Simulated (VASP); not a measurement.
# BAs (F-43m) in VASP: further runs, part 2 of 2

VASP 6.6.1. Earlier steps stand in the parts before.

### Step 3. Single point, r2SCAN (strain +4.0%)

Contents of POSCAR:

```
BAs
1.0
    0.0000000000      2.4875423082      2.4875423082
    2.4875423082      0.0000000000      2.4875423082
    2.4875423082      2.4875423082      0.0000000000
B As
1 1
Direct
    0.0000000000      0.0000000000      0.0000000000
    0.2500000000      0.2500000000      0.2500000000
```

Contents of INCAR.step1:

```
SYSTEM = BAs
  PREC = Accurate
  ENCUT = 520
  ISMEAR = 0
  SIGMA = 0.01
  LREAL = .False.
  LASPH = .True.
  NELM = 60
  NBANDS = 11
  GGA = PE
  ALGO = Normal
  EDIFF = 1E-4
  LWAVE = .True.
  LCHARG = .False.
```

Contents of INCAR.step2:

```
SYSTEM = BAs
  PREC = Accurate
  ENCUT = 520
  EDIFF = 1E-6
  ISMEAR = 0
  SIGMA = 0.01
  LREAL = .False.
  LASPH = .True.
  NELM = 60
  ALGO = Normal
  ISIF = 2
  LWAVE = .False.
  LCHARG = .True.
  METAGGA = R2SCAN
  LMIXTAU = .True.
  LELF = .True.
  LVHAR = .True.
  NBANDS = 11
  ISTART = 1
```

Contents of KPOINTS:

```
regular mesh
0
Gamma
  10 10 10
  0 0 0
```

Potentials or basis: VASP PAW PBE potentials, release 64 (B, As).

On the command line:

```bash
$ cat potpaw_PBE.64/B/POTCAR potpaw_PBE.64/As/POTCAR > POTCAR
$ cp INCAR.step1 INCAR
$ mpirun -np 1 vasp_std > vasp.out
$ cp INCAR.step2 INCAR
$ mpirun -np 1 vasp_std > vasp.out
```

OUTCAR:

```text
SYSTEM = BAs
   PREC = Accurate
   ENCUT = 520
   EDIFF = 1E-6
   ISMEAR = 0
   LREAL = .False.
   LASPH = .True.
   NELM = 60
   ISIF = 2
   METAGGA = R2SCAN
   ISTART = 1

 ion  position               nearest neighbor table
   1  0.000  0.000  0.000-   2 2.15   2 2.15   2 2.15   2 2.15
   2  0.250  0.250  0.250-   1 2.15   1 2.15   1 2.15   1 2.15

  LATTYP: Found a face centered cubic cell.
 ALAT       =     4.9750846164

  Lattice vectors:

 A1 = (   0.0000000000,   2.4875423082,   2.4875423082)
 A2 = (   2.4875423082,   0.0000000000,   2.4875423082)
 A3 = (   2.4875423082,   2.4875423082,   0.0000000000)

Analysis of symmetry for initial positions (statically):
=====================================================================
 Subroutine PRICEL returns:
 Original cell was already a primitive cell.

 Routine SETGRP: Setting up the symmetry group for a
 face centered cubic supercell.

 Subroutine GETGRP returns: Found 24 space group operations
 (whereof 24 operations were pure point group operations)
 out of a pool of 48 trial point group operations.

The static configuration has the point symmetry T_d .

Analysis of symmetry for dynamics (positions and initial velocities):
=====================================================================
 Subroutine PRICEL returns:
 Original cell was already a primitive cell.

 Routine SETGRP: Setting up the symmetry group for a
 face centered cubic supercell.

 Subroutine GETGRP returns: Found 24 space group operations
 (whereof 24 operations were pure point group operations)
 out of a pool of 48 trial point group operations.

The dynamic configuration has the point symmetry T_d .

 Subroutine INISYM returns: Found 24 space group operations
 (whereof 24 operations are pure point group operations),
 and found     1 'primitive' translations

----------------------------------------------------------------------------------------

                                     Primitive cell

  volume of cell :      30.7852

  direct lattice vectors                    reciprocal lattice vectors
     0.000000000  2.487542308  2.487542308    -0.201001606  0.201001606  0.201001606
     2.487542308  0.000000000  2.487542308     0.201001606 -0.201001606  0.201001606
     2.487542308  2.487542308  0.000000000     0.201001606  0.201001606 -0.201001606

  length of vectors
     3.517916069  3.517916069  3.517916069     0.348144995  0.348144995  0.348144995

  position of ions in fractional coordinates (direct lattice)
     0.000000000  0.000000000  0.000000000
     0.250000000  0.250000000  0.250000000

  ion indices of the primitive-cell ions
   primitive index   ion index
                 1           1
                 2           2

----------------------------------------------------------------------------------------

 KPOINTS: regular mesh

Automatic generation of k-mesh.
 Grid dimensions read from file:
 generate k-points for:   10   10   10

 Generating k-lattice:

  Cartesian coordinates                     Fractional coordinates (reciprocal lattice)
    -0.020100161  0.020100161  0.020100161     0.100000000  0.000000000  0.000000000
     0.020100161 -0.020100161  0.020100161     0.000000000  0.100000000  0.000000000
     0.020100161  0.020100161 -0.020100161     0.000000000  0.000000000  0.100000000

  Length of vectors
     0.034814499  0.034814499  0.034814499

  Shift w.r.t. Gamma in fractional coordinates (k-lattice)
     0.000000000  0.000000000  0.000000000

 Subroutine IBZKPT returns following result:
 ===========================================

 Found     47 irreducible k-points:

 Following reciprocal coordinates:
            Coordinates               Weight
  0.000000  0.000000  0.000000      1.000000
  0.100000  0.000000  0.000000      8.000000
  0.200000  0.000000  0.000000      8.000000
  0.300000  0.000000  0.000000      8.000000
  0.400000  0.000000  0.000000      8.000000
  0.500000  0.000000  0.000000      4.000000
[... 16 lines left out ...]
  0.300000  0.300000  0.000000      6.000000
  0.400000  0.300000  0.000000     24.000000
 [... further k-points ...]
   k-points           NKPTS =     47   k-points in BZ     NKDIM =     47   number of bands    NBANDS=     11
   number of dos      NEDOS =    301   number of ions     NIONS =      2
   total plane-waves  NPLWV =  21952
   dimension x,y,z NGX =    28 NGY =   28 NGZ =   28
   dimension x,y,z NGXF=    56 NGYF=   56 NGZF=   56
   ions per type =               1   1
   NGX,Y,Z   is equivalent  to a cutoff of  13.23, 13.23, 13.23 a.u.
   NGXF,Y,Z  is equivalent  to a cutoff of  26.46, 26.46, 26.46 a.u.
 SYSTEM =  BAs
   PREC   = accura    normal or accurate (medium, high low for compatibility)
   ISTART =      1    job   : 0-new  1-cont  2-samecut
   ICHARG =      0    charge: 1-file 2-atom 10-const
   ISPIN  =      1    spin polarized calculation?
   LNONCOLLINEAR =      F non collinear calculations
   LSORBIT =      F    spin-orbit coupling
   LASPH  =      T    aspherical Exc in radial PAW
   ENCUT  =  520.0 eV  38.22 Ry    6.18 a.u.   6.54  6.54  6.54*2*pi/ulx,y,z
   NELM   =     60;   NELMIN=  2; NELMDL=  0     # of ELM steps
   EDIFF  = 0.1E-05   stopping-criterion for ELM
   LREAL  =      F    real-space projection
   EDIFFG = 0.1E-04   stopping-criterion for IOM
   NSW    =      0    number of steps for IOM
   IBRION =     -1    ionic relax: 0-MD 1-quasi-New 2-CG
   NFREE  =      0    steps in history (QN), initial steepest desc. (CG)
   ISIF   =      2    stress and relaxation
   ISYM   =      2    0-nonsym 1-usesym 2-fastsym
   POTIM  = 0.5000    time-step for ionic-motion
   TEBEG  =    0.0;   TEEND  =   0.0 temperature during run
   PSTRESS=    0.0 pullay stress
   NELECT =       8.0000    total number of electrons
   NUPDOWN=      -1.0000    fix difference up-down
   EMIN   =  10.00;   EMAX   =-10.00  energy-range for DOS
   EFERMI =   0.00;   METHOD = LEGACY
   ISMEAR =     0;   SIGMA  =   0.01  broadening in eV -4-tet -1-fermi 0-gaus
   EFERMI_NEDOS =   21; number of points for ismear=-14 and -15
   IALGO  =     38    algorithm
   IMIX   =      4    mixing-type and parameters
     AMIX     =   0.40;   BMIX     =  1.00
     AMIX_MAG =   1.60;   BMIX_MAG =  1.00
  volume/ion in A,a.u.               =      15.39       103.87
  Fermi-wavevector in a.u.,A,eV,Ry     =   1.044699  1.974194 14.849333  1.091395
  Thomas-Fermi vector in A             =   2.179463
   LORBIT       =      0    0 simple, 1 ext, 2 COOP (PROOUT), +10 PAW based schemes
   METAGGA = R2SCAN    functional components
   LHFCALC =     F    Hartree Fock is set to
   AEXX    =    0.0000 exact exchange contribution
   IVDW    =     0    specifies the selected vdW correction
   LEPSILON=     F    determine dielectric tensor
   LRPA    =     F    only Hartree local field effects (RPA)
 non-spin polarized calculation
 Gauss-broadening in eV      SIGMA  =   0.01
  energy-cutoff  :      520.00
  volume of cell :       30.79
 maximum number of plane-waves:       869
 NGX is ok and might be reduce to    28
   NGX = 13   NGY = 13   NGZ = 13

 number of electron       8.0000001 magnetization

 Free energy of the ion-electron system (eV)
  ---------------------------------------------------
  ext. energy  EPLUGINS =         0.00000000
  ---------------------------------------------------
  free energy    TOTEN  =       -22.10655665 eV

  energy without entropy =      -22.10655665  energy(sigma->0) =      -22.10655665

 E-fermi :   4.8206     XC(G=0): -10.5903

 val. band max:        4.7287000461   @ k =   0.0000   0.0000   0.0000
 cond. band min:       6.2176934687   @ k =   0.4000   0.4000   0.0000
 fundamental gap:      1.4889934226
 Fermi energy:         4.8206142975

 k-point     1 :       0.0000    0.0000    0.0000
  band No.  band energies     occupation
      1     -10.3316      2.00000
      2       4.7287      2.00000
      3       4.7287      2.00000
      4       4.7287      2.00000
      5       8.0459      0.00000
      6       8.0459      0.00000
      7       8.0459      0.00000
      8       8.3100      0.00000
      9      14.4799      0.00000
     10      17.7109      0.00000
     11      17.7109      0.00000
[... 309 lines left out ...]
 k-point    24 :       0.4000    0.3000    0.0000
  band No.  band energies     occupation
      1      -7.8784      2.00000
      2      -1.7738      2.00000
      3       1.0533      2.00000
      4       1.4898      2.00000
      5       6.6923      0.00000
      6       8.3522      0.00000
      7      13.2883      0.00000
      8      13.5749      0.00000
      9      16.5850      0.00000
     10      19.9601      0.00000
     11      20.5420      0.00000

 [... further k-points ...]
[... 5 lines left out ...]
  --------------------------------------------------------------------------------------
  -------------------------------------------------------------------------------------
  Total       -2.4874835     -2.4874835     -2.4874835      0.0000000     -0.0000000     -0.0000000
  in kB     -129.4581397   -129.4581397   -129.4581397      0.0000000     -0.0000000     -0.0000000
  external PRESSURE =    -129.4581397 kB  Pullay stress =       0.0000000 kB

 VOLUME and BASIS-vectors are now :
 -----------------------------------------------------------------------------
  energy-cutoff  :      520.00
  volume of cell :       30.79
      direct lattice vectors                 reciprocal lattice vectors
     0.000000000  2.487542308  2.487542308    -0.201001606  0.201001606  0.201001606
     2.487542308  0.000000000  2.487542308     0.201001606 -0.201001606  0.201001606
     2.487542308  2.487542308  0.000000000     0.201001606  0.201001606 -0.201001606

 POSITION                                       TOTAL-FORCE (eV/Angst)
 -----------------------------------------------------------------------------------
      0.00000      0.00000      0.00000         0.000000     -0.000000     -0.000000
      1.24377      1.24377      1.24377        -0.000000      0.000000      0.000000
 -----------------------------------------------------------------------------------
    total drift:                                0.000000      0.000000      0.000000

  FREE ENERGIE OF THE ION-ELECTRON SYSTEM (eV)
  ---------------------------------------------------
  free  energy   TOTEN  =       -22.1065566457 eV

  energy  without entropy=      -22.1065566457  energy(sigma->0) =      -22.10655665
```

It took 39 s on 1 thread of Intel Xeon 6975P-C (Granite Rapids), shared host; peak memory 0.16 GiB.

Results:

```
Free energy            : -22.1066 eV
Pressure               : -12.9 GPa
Band gap on the k mesh : 1.49 eV, indirect (least direct gap 3.32 eV)
```

Caveat: the cell differs from its parent crystal (strain +4.0%); the PAW data sets were made with another functional, which shifts forces and pressure a little. A k mesh can miss the band edges.

### Step 4. Single point, r2SCAN, non-collinear spin, zero start, spin-orbit coupling (strain -4.0%)

Contents of POSCAR:

```
BAs
1.0
    0.0000000000      2.2961928999      2.2961928999
    2.2961928999      0.0000000000      2.2961928999
    2.2961928999      2.2961928999      0.0000000000
B As
1 1
Direct
    0.0000000000      0.0000000000      0.0000000000
    0.2500000000      0.2500000000      0.2500000000
```

Contents of INCAR.step1:

```
  ALGO = Normal
  EDIFF = 1E-4
  ENCUT = 520
  GGA = PE
  GGA_COMPAT = F
  ISMEAR = -1
  LASPH = T
  LCHARG = F
  LNONCOLLINEAR = T
  LREAL = F
  LSORBIT = T
  LWAVE = T
  MAGMOM = 0 0 0 0 0 0
  NBANDS = 20
  NELM = 150
  PREC = Accurate
  SIGMA = 0.02
```

Contents of INCAR.step2:

```
  ALGO = Normal
  EDIFF = 1E-7
  ENCUT = 520
  GGA_COMPAT = F
  ISIF = 2
  ISMEAR = -1
  ISTART = 1
  LASPH = T
  LCHARG = F
  LMIXTAU = T
  LNONCOLLINEAR = T
  LORBIT = 11
  LORBMOM = T
  LREAL = F
  LSORBIT = T
  LWAVE = F
  MAGMOM = 0 0 0 0 0 0
  METAGGA = R2SCAN
  NBANDS = 20
  NELM = 150
  PREC = Accurate
  SIGMA = 0.02
```

Contents of KPOINTS:

```
k-points
0
Gamma
  10 10 10
```

On the command line:

```bash
$ cat potpaw_PBE.64/B/POTCAR potpaw_PBE.64/As/POTCAR > POTCAR
$ cp INCAR.step1 INCAR
$ mpirun -np 1 vasp_ncl > vasp.out
$ cp INCAR.step2 INCAR
$ mpirun -np 1 vasp_ncl > vasp.out
```

Run time: 2.4 min. Hardware: 1 thread of Intel Xeon 6975P-C (Granite Rapids), shared host; peak memory 0.25 GiB.

The run converged. Its results:

| Item | Value |
| --- | --- |
| Free energy | -22.0604 eV |
| Pressure | 22.7 GPa |
| Net moment | 0.00 μB per cell |
| Valence electrons inside the program's atomic spheres | B 2.00; As 3.09 |

Moments on the atoms (μB; x, y, z):
```
B   0.00 0.00 0.00
As  0.00 0.00 0.00
```

Caveat: the cell differs from its parent crystal (strain -4.0%); the PAW data sets were made with another functional, which shifts forces and pressure a little.

### Step 5. Single point, PBE (strain -4.0%)

Contents of INCAR:

```
SYSTEM = BAs
ALGO = Normal ; EDIFF = 1E-7
ENCUT = 520 ; GGA = PE
ISIF = 2 ; ISMEAR = 0
LASPH = .TRUE. ; LCHARG = .FALSE.
LREAL = .FALSE. ; LWAVE = .FALSE.
NBANDS = 11 ; NELM = 100
PREC = Accurate ; SIGMA = 0.01
```

Contents of KPOINTS:

```
k-points
0
G
  6 6 6
  0 0 0
```

POSCAR is that of step 4.

Potentials or basis: VASP PAW PBE potentials, release 64 (B, As).

On the command line:

```bash
$ cat potpaw_PBE.64/B/POTCAR potpaw_PBE.64/As/POTCAR > POTCAR
$ mpirun -np 1 vasp_std > vasp.out
```

OUTCAR:

```text
SYSTEM = BAs
   EDIFF = 1E-7
   ENCUT = 520
   GGA = PE
   ISIF = 2
   ISMEAR = 0
   LASPH = .TRUE.
   LREAL = .FALSE.
   NELM = 100
   PREC = Accurate

 ion  position               nearest neighbor table
   1  0.000  0.000  0.000-   2 1.99   2 1.99   2 1.99   2 1.99
   2  0.250  0.250  0.250-   1 1.99   1 1.99   1 1.99   1 1.99

  LATTYP: Found a face centered cubic cell.
 ALAT       =     4.5923857998

  Lattice vectors:

 A1 = (   0.0000000000,   2.2961928999,   2.2961928999)
[... 398 lines left out ...]

------------------------ aborting loop because EDIFF is reached ----------------------------------------

  FORCE on cell =-STRESS in cart. coord.  units (eV):
  Direction    XX          YY          ZZ          XY          YZ          ZX
  --------------------------------------------------------------------------------------
  -------------------------------------------------------------------------------------
  Total        3.8345903      3.8345903      3.8345903     -0.0000000      0.0000000     -0.0000000
  in kB      253.7315374    253.7315374    253.7315374     -0.0000000      0.0000000     -0.0000000
  external PRESSURE =     253.7315374 kB  Pullay stress =       0.0000000 kB

 VOLUME and BASIS-vectors are now :
 -----------------------------------------------------------------------------
  energy-cutoff  :      520.00
  volume of cell :       24.21
      direct lattice vectors                 reciprocal lattice vectors
     0.000000000  2.296192900  2.296192900    -0.217751740  0.217751740  0.217751740
     2.296192900  0.000000000  2.296192900     0.217751740 -0.217751740  0.217751740
     2.296192900  2.296192900  0.000000000     0.217751740  0.217751740 -0.217751740

 POSITION                                       TOTAL-FORCE (eV/Angst)
 -----------------------------------------------------------------------------------
      0.00000      0.00000      0.00000        -0.000000     -0.000000     -0.000000
      1.14810      1.14810      1.14810         0.000000      0.000000      0.000000
 -----------------------------------------------------------------------------------
    total drift:                                0.000000      0.000000      0.000000

  FREE ENERGIE OF THE ION-ELECTRON SYSTEM (eV)
  ---------------------------------------------------
  free  energy   TOTEN  =       -11.1327836850 eV

  energy  without entropy=      -11.1327836850  energy(sigma->0) =      -11.13278368
```

OSZICAR:

```text
N       E                     dE             d eps       ncg     rms          rms(c)
DAV:   1     0.123842543306E+02    0.12384E+02   -0.38540E+03   352   0.647E+02
DAV:   2    -0.112411537079E+02   -0.23625E+02   -0.22212E+02   460   0.105E+02
DAV:   3    -0.120347731849E+02   -0.79362E+00   -0.79156E+00   438   0.173E+01
DAV:   4    -0.120367152726E+02   -0.19421E-02   -0.19420E-02   390   0.953E-01
DAV:   5    -0.120367175221E+02   -0.22496E-05   -0.22496E-05   424   0.355E-02    0.584E+00
DAV:   6    -0.112355374418E+02    0.80118E+00   -0.19506E+00   379   0.610E+00    0.283E+00
DAV:   7    -0.111408288675E+02    0.94709E-01   -0.30440E-01   409   0.269E+00    0.110E+00
DAV:   8    -0.111323272526E+02    0.85016E-02   -0.23307E-02   397   0.905E-01    0.109E-01
DAV:   9    -0.111326302983E+02   -0.30305E-03   -0.72598E-04   412   0.167E-01    0.721E-02
DAV:  10    -0.111327791104E+02   -0.14881E-03   -0.18261E-04   390   0.841E-02    0.137E-02
DAV:  11    -0.111327840018E+02   -0.48914E-05   -0.48254E-06   420   0.149E-02    0.130E-02
DAV:  12    -0.111327836032E+02    0.39864E-06   -0.22420E-06   379   0.814E-03    0.477E-03
DAV:  13    -0.111327836850E+02   -0.81825E-07   -0.82524E-08   345   0.185E-03
   1 F= -.11132784E+02 E0= -.11132784E+02  d E =-.238194-100
```

stdout:

```text
POSCAR found type information on POSCAR B As
 POSCAR found :  2 types and       2 ions
 scaLAPACK will be used
 LDA part: xc-table for (Slater+PW92), standard interpolation
 POSCAR, INCAR and KPOINTS ok, starting setup
 FFT: planning ... GRIDC
 FFT: planning ... GRID_SOFT
 FFT: planning ... GRID
 WAVECAR not read
 entering main loop
```

It took 3.9 s on 1 thread of Intel Xeon 6975P-C, shared host; peak memory 0.14 GiB.

Results:

```
Free energy            : -11.1328 eV
Pressure               : 25.4 GPa
Band gap on the k mesh : 1.17 eV, indirect (least direct gap 3.43 eV)
```

Levels at points of the mesh, in eV from the valence-band top:
| k point | band 1 | band 2 | band 3 | band 4 | band 5 | band 6 | band 7 | band 8 |
| --- | --- | --- | --- | --- | --- | --- | --- | --- |
| (0.00, 0.00, 0.00) | -16.54 | 0.00 | 0.00 | 0.00 | 3.43 | 3.43 | 3.43 | 6.23 |
| (0.50, 0.00, 0.00) | -13.21 | -9.71 | -2.03 | -2.03 | 3.42 | 4.91 | 4.91 | 9.06 |
| (0.50, 0.50, 0.00) | -11.71 | -9.23 | -4.60 | -4.60 | 1.25 | 1.32 | 12.54 | 12.54 |

Caveat: the cell differs from its parent crystal (strain -4.0%). A k mesh can miss the band edges.

### Step 6. Overview

| level | spin | cell | k mesh | smearing | gap on the mesh (eV) | pressure (GPa) |
| --- | --- | --- | --- | --- | --- | --- |
| r2SCAN | off | a = 3.484 Å, angles 60.0°, 2 atoms | 10 × 10 × 10 | gaussian 0.01 eV | 1.46 | -10.3 |
| r2SCAN | off | a = 3.518 Å, angles 60.0°, 2 atoms | 10 × 10 × 10 | gaussian 0.01 eV | 1.49 | -12.9 |
| r2SCAN | non-collinear, zero start, SOC | a = 3.247 Å, angles 60.0°, 2 atoms | 10 × 10 × 10 | fermi-dirac 0.02 eV | - | 22.7 |
| PBE | off | a = 3.247 Å, angles 60.0°, 2 atoms | 6 × 6 × 6 | gaussian 0.01 eV | 1.17 | 25.4 |

Alike in all rows: task single point; potentials or basis VASP PAW PBE potentials, release 64 (B, As); cutoff (eV) 520.

Caveats: the PAW data sets were made with another functional, which shifts forces and pressure a little (some runs).

Total energies depend on the potentials used, so only differences within one code and one set of settings carry meaning.
